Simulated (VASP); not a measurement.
Crystal: Ta3As5.

```
CELL_PARAMETERS angstrom
3.69277 0.00000 0.00000
0.00000 3.69277 0.00000
0.00000 0.00000 12.94225
ATOMIC_POSITIONS crystal
Ta 0.50000 0.50000 0.12500
Ta 0.50000 0.50000 0.87500
Ta 0.00000 0.00000 0.50000
As 0.00000 0.00000 0.25000
As 0.00000 0.00000 0.75000
As 0.00000 0.00000 0.00000
As 0.50000 0.50000 0.37500
As 0.50000 0.50000 0.62500
```

The cell was built from a structure type or drawn by symmetry, and may not be a known phase.

| Item | Value |
| --- | --- |
| Program | VASP 6.6.1 |
| Task | relaxation of cell and atoms |
| Functional | PBE |
| Potentials or basis | VASP PAW PBE potentials, release 64 (Ta_pv, As) |
| Cutoff | 600 eV |
| k mesh | 6 × 6 × 2 |
| Occupations | gaussian, width 0.1 eV |
| Spin | no spin polarisation |

At the start: pressure -22.7 GPa; volume 22.06 Å³/atom.

Problem. How do energy, volume and symmetry change on relaxing?

Solution. Over 12 steps the energy falls by 529.7 meV/atom and the volume is 16.94 Å³/atom (-23.2 %); space group P4/mmm (No. 123, to 0.1 Å) before and after.

The path:
```tsv
step	energy change (eV)	largest force (eV/Å)	pressure (GPa)	volume (Å³)
1	0.0000	1.3254	-22.69	176.49
2	-0.0920	2.4919	56.70	108.07
3	-3.9445	1.5428	-1.14	135.95
4	-3.9533	1.5835	0.21	134.75
5	-3.9534	1.6090	1.11	133.99
6	-4.1788	0.6473	1.74	133.65
7	-4.2103	0.1681	2.41	133.47
8	-4.2095	0.1626	-3.04	138.37
9	-4.2338	0.1182	-0.38	135.85
10	-4.2369	0.0763	-0.01	135.55
11	-4.2369	0.0720	0.04	135.51
12	-4.2376	0.0380	0.06	135.54
```

Final structure:
```
CELL_PARAMETERS angstrom
3.39262 0.00000 0.00000
0.00000 3.39262 0.00000
0.00000 0.00000 11.77577
ATOMIC_POSITIONS crystal
Ta 0.50000 0.50000 0.13732
Ta 0.50000 0.50000 0.86268
Ta 0.00000 0.00000 0.50000
As 0.00000 0.00000 0.24257
As 0.00000 0.00000 0.75743
As 0.00000 0.00000 0.00000
As 0.50000 0.50000 0.38169
As 0.50000 0.50000 0.61831
```

Caveat: the volume moved by over 15 % at a fixed basis, so the end points are rough.
